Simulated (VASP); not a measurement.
# SiNi (Pnma) in VASP: single point with PBE

Aim: the single point of SiNi with PBE.

All numbers are computed with VASP 6.6.1; they aren't measurements. Logs are shortened: lines on timing, memory, paths and dates and some standing lists are left out, and cuts for length are marked.

### Step 1. The cell of the first run

The structure is orthorhombic, space group Pnma (No. 62). The conventional cell has a = 5.138 Å, b = 3.397 Å, c = 5.599 Å, α = 90.00°, β = 90.00°, γ = 90.00°. Si (site symmetry m) has 6 Ni at 2.29 to 2.41 Å and 2 Si at 2.68 Å within 3.0 Å. Within 3.0 Å of Ni (site symmetry m) lie 6 Si at 2.29 to 2.41 Å and 4 Ni at 2.66 to 2.71 Å.

### Step 2. Single point, PBE

The input, INCAR:

```
SYSTEM = SiNi
PREC = Accurate
ENCUT = 600
EDIFF = 1E-6
ISMEAR = 1
SIGMA = 0.1
LREAL = Auto
LASPH = .True.
NELM = 120
ALGO = Normal
ISIF = 2
LWAVE = .False.
LCHARG = .False.
GGA = PE
NBANDS = 134
GGA_COMPAT = .False.
```

The input, KPOINTS:

```
Automatic mesh
0
Gamma
  1 1 1
  0 0 0
```

The input, POSCAR:

```
SiNi
1.0
   -5.1384092163      3.3970616627      5.5985036033
    5.1384092163     -3.3970616627      5.5985036033
    5.1384092163      3.3970616627     -5.5985036033
Si Ni
16 16
Direct
    0.1679189616      0.2033717950      0.7854528334
    0.1679189616      0.7033717950      0.2854528334
    0.6679189616      0.2033717950      0.2854528334
    0.6679189616      0.7033717950      0.7854528334
    0.3320810384      0.2966282050      0.2145471666
    0.3320810384      0.7966282050      0.7145471666
    0.8320810384      0.2966282050      0.7145471666
    0.8320810384      0.7966282050      0.2145471666
    0.3320810384      0.1175338718      0.5354528334
    0.3320810384      0.6175338718      0.0354528334
    0.8320810384      0.1175338718      0.0354528334
    0.8320810384      0.6175338718      0.5354528334
    0.1679189616      0.3824661282      0.4645471666
    0.1679189616      0.8824661282      0.9645471666
    0.6679189616      0.3824661282      0.9645471666
    0.6679189616      0.8824661282      0.4645471666
    0.4692867019      0.0984900742      0.8792033723
    0.4692867019      0.5984900742      0.3792033723
    0.9692867019      0.0984900742      0.3792033723
    0.9692867019      0.5984900742      0.8792033723
    0.0307132981      0.4015099258      0.1207966277
    0.0307132981      0.9015099258      0.6207966277
    0.5307132981      0.4015099258      0.6207966277
    0.5307132981      0.9015099258      0.1207966277
    0.0307132981      0.4099166704      0.6292033723
    0.0307132981      0.9099166704      0.1292033723
    0.5307132981      0.4099166704      0.1292033723
    0.5307132981      0.9099166704      0.6292033723
    0.4692867019      0.0900833296      0.3707966277
    0.4692867019      0.5900833296      0.8707966277
    0.9692867019      0.0900833296      0.8707966277
    0.9692867019      0.5900833296      0.3707966277
```

Potentials or basis: VASP PAW PBE potentials, release 64 (Si, Ni).

The run is started by

```sh
> cat potpaw_PBE.64/Si/POTCAR potpaw_PBE.64/Ni/POTCAR > POTCAR
> mpirun -np 1 vasp_gam > vasp.out
```

OUTCAR:

```text
SYSTEM = SiNi
   PREC = Accurate
   ENCUT = 600
   EDIFF = 1E-6
   ISMEAR = 1
   LREAL = Auto
   LASPH = .True.
   NELM = 120
   ISIF = 2
   GGA = PE

 ion  position               nearest neighbor table
   1  0.168  0.203  0.785-  22 2.29  27 2.33  25 2.33  31 2.39  17 2.41  19 2.41   5 2.68   7 2.68

   2  0.168  0.703  0.285-  21 2.29  28 2.33  26 2.33  32 2.39  18 2.41  20 2.41   6 2.68   8 2.68

   3  0.668  0.203  0.285-  24 2.29  25 2.33  27 2.33  29 2.39  17 2.41  19 2.41   7 2.68   5 2.68

   4  0.668  0.703  0.785-  23 2.29  26 2.33  28 2.33  30 2.39  18 2.41  20 2.41   8 2.68   6 2.68

   5  0.332  0.297  0.215-  18 2.29  31 2.33  29 2.33  27 2.39  23 2.41  21 2.41   1 2.68   3 2.68

   6  0.332  0.797  0.715-  17 2.29  32 2.33  30 2.33  28 2.39  24 2.41  22 2.41   2 2.68   4 2.68
[... 36 lines left out ...]
                            17 2.71  19 2.71
  25  0.031  0.410  0.629-  13 2.29   3 2.33   1 2.33   7 2.39  12 2.41  10 2.41  20 2.66  19 2.66
                            32 2.71  30 2.71
  26  0.031  0.910  0.129-  14 2.29   4 2.33   2 2.33   8 2.39  11 2.41   9 2.41  19 2.66  20 2.66
                            31 2.71  29 2.71
  27  0.531  0.410  0.129-  15 2.29   1 2.33   3 2.33   5 2.39  10 2.41  12 2.41  18 2.66  17 2.66
                            30 2.71  32 2.71
  28  0.531  0.910  0.629-  16 2.29   2 2.33   4 2.33   6 2.39   9 2.41  11 2.41  17 2.66  18 2.66
                            29 2.71  31 2.71
  29  0.469  0.090  0.371-   9 2.29   7 2.33   5 2.33   3 2.39  16 2.41  14 2.41  24 2.66  23 2.66
                            28 2.71  26 2.71
  30  0.469  0.590  0.871-  10 2.29   8 2.33   6 2.33   4 2.39  15 2.41  13 2.41  23 2.66  24 2.66
                            27 2.71  25 2.71
  31  0.969  0.090  0.871-  11 2.29   5 2.33   7 2.33   1 2.39  14 2.41  16 2.41  22 2.66  21 2.66
                            26 2.71  28 2.71
  32  0.969  0.590  0.371-  12 2.29   6 2.33   8 2.33   2 2.39  13 2.41  15 2.41  21 2.66  22 2.66
                            25 2.71  27 2.71

  LATTYP: Found a body centered orthorhombic cell.
 ALAT       =     6.7941233254
 B/A-ratio  =     1.5126040462
 C/A-ratio  =     1.6480429734

  Lattice vectors:

 A1 = (   5.1384092163,   3.3970616627,   5.5985036033)
 A2 = (  -5.1384092163,  -3.3970616627,   5.5985036033)
 A3 = (   5.1384092163,  -3.3970616627,  -5.5985036033)

Analysis of symmetry for initial positions (statically):
=====================================================================
 Subroutine PRICEL returns following result:

  LATTYP: Found a simple orthorhombic cell.
 ALAT       =     3.3970616627
 B/A-ratio  =     1.5126040462
 C/A-ratio  =     1.6480429734

  Lattice vectors:

 A1 = (   0.0000000000,   3.3970616627,   0.0000000000)
 A2 = (   5.1384092163,   0.0000000000,   0.0000000000)
 A3 = (   0.0000000000,   0.0000000000,  -5.5985036033)

   4 primitive cells build up your supercell.

 Routine SETGRP: Setting up the symmetry group for a
 body centered orthorhombic supercell.

 Subroutine GETGRP returns: Found  8 space group operations
 (whereof  2 operations were pure point group operations)
 out of a pool of  8 trial point group operations.

The static configuration has the point symmetry S_2 .
 The point group associated with its full space group is D_2h.

Analysis of symmetry for dynamics (positions and initial velocities):
=====================================================================
 Subroutine PRICEL returns following result:

  LATTYP: Found a simple orthorhombic cell.
 ALAT       =     3.3970616627
 B/A-ratio  =     1.5126040462
 C/A-ratio  =     1.6480429734

  Lattice vectors:

 A1 = (   0.0000000000,   3.3970616627,   0.0000000000)
 A2 = (   5.1384092163,   0.0000000000,   0.0000000000)
 A3 = (   0.0000000000,   0.0000000000,  -5.5985036033)

   4 primitive cells build up your supercell.

 Routine SETGRP: Setting up the symmetry group for a
 body centered orthorhombic supercell.

 Subroutine GETGRP returns: Found  8 space group operations
 (whereof  2 operations were pure point group operations)
 out of a pool of  8 trial point group operations.

The dynamic configuration has the point symmetry S_2 .
 The point group associated with its full space group is D_2h.

 Subroutine INISYM returns: Found  8 space group operations
 (whereof  2 operations are pure point group operations),
 and found     4 'primitive' translations

----------------------------------------------------------------------------------------

                                     Primitive cell

  volume of cell :      97.7246

  direct lattice vectors                    reciprocal lattice vectors
     0.000000000  3.397061663  0.000000000     0.000000000  0.294372048  0.000000000
     5.138409216  0.000000000  0.000000000     0.194612760  0.000000000  0.000000000
     0.000000000  0.000000000 -5.598503603     0.000000000  0.000000000 -0.178619158

  length of vectors
     3.397061663  5.138409216  5.598503603     0.294372048  0.194612760  0.178619158

  position of ions in fractional coordinates (direct lattice)
     0.750000000  0.820905667  0.414162077
     0.250000000  0.179094333  0.585837923
     0.750000000  0.320905667  0.085837923
     0.250000000  0.679094333  0.914162077
     0.250000000  0.508406745  0.311426596
     0.750000000  0.491593255  0.688573404
     0.250000000  0.008406745  0.188573404
     0.750000000  0.991593255  0.811426596

  ion indices of the primitive-cell ions
   primitive index   ion index
                 1           1
                 2           7
                 3           9
                 4          13
                 5          17
                 6          22
                 7          25
                 8          31

----------------------------------------------------------------------------------------

 KPOINTS: Automatic mesh

Automatic generation of k-mesh.
 Grid dimensions read from file:
 generate k-points for:    1    1    1

 Generating k-lattice:

  Cartesian coordinates                     Fractional coordinates (reciprocal lattice)
     0.000000000  0.147186024  0.089309579     1.000000000 -0.000000000  0.000000000
     0.097306380  0.000000000  0.089309579     0.000000000  1.000000000  0.000000000
     0.097306380  0.147186024  0.000000000     0.000000000 -0.000000000  1.000000000

  Length of vectors
     0.172162501  0.132078509  0.176443354

  Shift w.r.t. Gamma in fractional coordinates (k-lattice)
     0.000000000  0.000000000  0.000000000

 Subroutine IBZKPT returns following result:
 ===========================================

 Found      1 irreducible k-points:

 Following reciprocal coordinates:
            Coordinates               Weight
  0.000000  0.000000  0.000000      1.000000
   k-points           NKPTS =      1   k-points in BZ     NKDIM =      1   number of bands    NBANDS=    134
   number of dos      NEDOS =    301   number of ions     NIONS =     32
   total plane-waves  NPLWV = 343000
   dimension x,y,z NGX =    70 NGY =   70 NGZ =   70
   dimension x,y,z NGXF=   140 NGYF=  140 NGZF=  140
   ions per type =              16  16
   NGX,Y,Z   is equivalent  to a cutoff of  13.98, 13.98, 13.98 a.u.
   NGXF,Y,Z  is equivalent  to a cutoff of  27.96, 27.96, 27.96 a.u.
 SYSTEM =  SiNi
   PREC   = accura    normal or accurate (medium, high low for compatibility)
   ISTART =      0    job   : 0-new  1-cont  2-samecut
   ICHARG =      2    charge: 1-file 2-atom 10-const
   ISPIN  =      1    spin polarized calculation?
   LNONCOLLINEAR =      F non collinear calculations
   LSORBIT =      F    spin-orbit coupling
   LASPH  =      T    aspherical Exc in radial PAW
   ENCUT  =  600.0 eV  44.10 Ry    6.64 a.u.  16.62 16.62 16.62*2*pi/ulx,y,z
   NELM   =    120;   NELMIN=  2; NELMDL= -5     # of ELM steps
   EDIFF  = 0.1E-05   stopping-criterion for ELM
   LREAL  =      T    real-space projection
   EDIFFG = 0.1E-04   stopping-criterion for IOM
   NSW    =      0    number of steps for IOM
   IBRION =     -1    ionic relax: 0-MD 1-quasi-New 2-CG
   NFREE  =      0    steps in history (QN), initial steepest desc. (CG)
   ISIF   =      2    stress and relaxation
   ISYM   =      2    0-nonsym 1-usesym 2-fastsym
   POTIM  = 0.5000    time-step for ionic-motion
   TEBEG  =    0.0;   TEEND  =   0.0 temperature during run
   PSTRESS=    0.0 pullay stress
   NELECT =     224.0000    total number of electrons
   NUPDOWN=      -1.0000    fix difference up-down
   EMIN   =  10.00;   EMAX   =-10.00  energy-range for DOS
   EFERMI =   0.00;   METHOD = LEGACY
   ISMEAR =     1;   SIGMA  =   0.10  broadening in eV -4-tet -1-fermi 0-gaus
   EFERMI_NEDOS =   21; number of points for ismear=-14 and -15
   IALGO  =     38    algorithm
   IMIX   =      4    mixing-type and parameters
     AMIX     =   0.40;   BMIX     =  1.00
     AMIX_MAG =   1.60;   BMIX_MAG =  1.00
  volume/ion in A,a.u.               =      12.22        82.43
  Fermi-wavevector in a.u.,A,eV,Ry     =   1.359783  2.569617 25.157291  1.849009
  Thomas-Fermi vector in A             =   2.486501
   LORBIT       =      0    0 simple, 1 ext, 2 COOP (PROOUT), +10 PAW based schemes
   GGA     = PE    functional components
   LHFCALC =     F    Hartree Fock is set to
   AEXX    =    0.0000 exact exchange contribution
   IVDW    =     0    specifies the selected vdW correction
   LEPSILON=     F    determine dielectric tensor
   LRPA    =     F    only Hartree local field effects (RPA)
 non-spin polarized calculation
 Methfessel and Paxton  Order N= 1 SIGMA  =   0.10
  energy-cutoff  :      600.00
  volume of cell :      390.90
 maximum number of plane-waves:      6542
 NGX is ok and might be reduce to    70
   NGX = 33   NGY = 33   NGZ = 33

 number of electron     224.0000005 magnetization

 Free energy of the ion-electron system (eV)
  ---------------------------------------------------
  ext. energy  EPLUGINS =         0.00000000
  ---------------------------------------------------
  free energy    TOTEN  =      -189.53613770 eV

  energy without entropy =     -189.59217606  energy(sigma->0) =     -189.55481715

 E-fermi :  10.5071     XC(G=0): -12.1770

 val. band max:       10.4022992123   @ k =   0.0000   0.0000   0.0000
 cond. band min:      10.5990826128   @ k =   0.0000   0.0000   0.0000
 fundamental gap:      0.1967834005
 Fermi energy:        10.5070862641

 k-point     1 :       0.0000    0.0000    0.0000
  band No.  band energies     occupation
      1      -2.5938      2.00000
      2      -0.6803      2.00000
      3      -0.6803      2.00000
      4       0.5634      2.00000
      5       0.5634      2.00000
      6       0.8126      2.00000
[... 116 lines left out ...]
    123      12.4774     -0.00000
    124      12.4774     -0.00000
 [bands above 124 left out]

------------------------ aborting loop because EDIFF is reached ----------------------------------------

  FORCE on cell =-STRESS in cart. coord.  units (eV):
  Direction    XX          YY          ZZ          XY          YZ          ZX
  --------------------------------------------------------------------------------------
  -------------------------------------------------------------------------------------
  Total        4.4248838    -25.4953972     10.9258469     -0.0000000      0.0000000      0.0000000
  in kB       18.1362872   -104.4980757     44.7818078     -0.0000000      0.0000000      0.0000000
  external PRESSURE =     -13.8599936 kB  Pullay stress =       0.0000000 kB

 VOLUME and BASIS-vectors are now :
 -----------------------------------------------------------------------------
  energy-cutoff  :      600.00
  volume of cell :      390.90
      direct lattice vectors                 reciprocal lattice vectors
    -5.138409216  3.397061663  5.598503603     0.000000000  0.147186024  0.089309579
     5.138409216 -3.397061663  5.598503603     0.097306380  0.000000000  0.089309579
     5.138409216  3.397061663 -5.598503603     0.097306380  0.147186024  0.000000000

 POSITION                                       TOTAL-FORCE (eV/Angst)
 -----------------------------------------------------------------------------------
      4.21815      2.54780     -2.31869         0.388095     -0.000000      0.107450
      4.21815     -0.84927      3.27982         0.388095     -0.000000      0.107450
     -0.92026      2.54780      3.27982         0.388095     -0.000000      0.107450
      4.21815      2.54780      3.27982         0.388095     -0.000000      0.107450
      0.92026      0.84927      2.31869        -0.388095      0.000000     -0.107450
      6.05867      0.84927      2.31869        -0.388095      0.000000     -0.107450
[... 24 lines left out ...]
     -0.04320      5.94486      1.05573        -0.068170      0.000000     -0.226815
     -0.04320      2.54780      6.65423        -0.068170      0.000000     -0.226815
 -----------------------------------------------------------------------------------
    total drift:                                0.000000      0.000000     -0.000000

  FREE ENERGIE OF THE ION-ELECTRON SYSTEM (eV)
  ---------------------------------------------------
  free  energy   TOTEN  =      -189.5361377025 eV

  energy  without entropy=     -189.5921760590  energy(sigma->0) =     -189.55481715
```

Run time: 1.7 min. Hardware: 1 thread of Intel Xeon Platinum 8481C at 2.70GHz (Sapphire Rapids), shared host; peak memory 0.66 GiB.

What came out:

- Free energy: -189.5361 eV
- Pressure: -1.4 GPa
- Largest force: 0.403 eV/Å

Forces in eV/Å, atoms in the order of the input:
```
Si   0.388  0.000  0.107
Si   0.388  0.000  0.107
Si   0.388  0.000  0.107
Si   0.388  0.000  0.107
Si  -0.388  0.000 -0.107
Si  -0.388  0.000 -0.107
Si  -0.388  0.000 -0.107
Si  -0.388  0.000 -0.107
Si   0.388  0.000 -0.107
Si   0.388  0.000 -0.107
Si   0.388  0.000 -0.107
Si   0.388  0.000 -0.107
Si  -0.388  0.000  0.107
Si  -0.388  0.000  0.107
Si  -0.388  0.000  0.107
Si  -0.388  0.000  0.107
Ni   0.068  0.000 -0.227
Ni   0.068  0.000 -0.227
Ni   0.068  0.000 -0.227
Ni   0.068  0.000 -0.227
Ni  -0.068  0.000  0.227
Ni  -0.068  0.000  0.227
Ni  -0.068  0.000  0.227
Ni  -0.068  0.000  0.227
Ni   0.068  0.000  0.227
Ni   0.068  0.000  0.227
Ni   0.068  0.000  0.227
Ni   0.068  0.000  0.227
Ni  -0.068  0.000 -0.227
Ni  -0.068  0.000 -0.227
Ni  -0.068  0.000 -0.227
Ni  -0.068  0.000 -0.227
```

Stress tensor (GPa, compression positive):
```
  1.81   0.00   0.00
  0.00 -10.45   0.00
  0.00   0.00   4.48
```

Caveat: the k points lie up to 1.08 Å⁻¹ apart. Spin polarisation is off, so any magnetic state and its effect on volume and gap are missing.
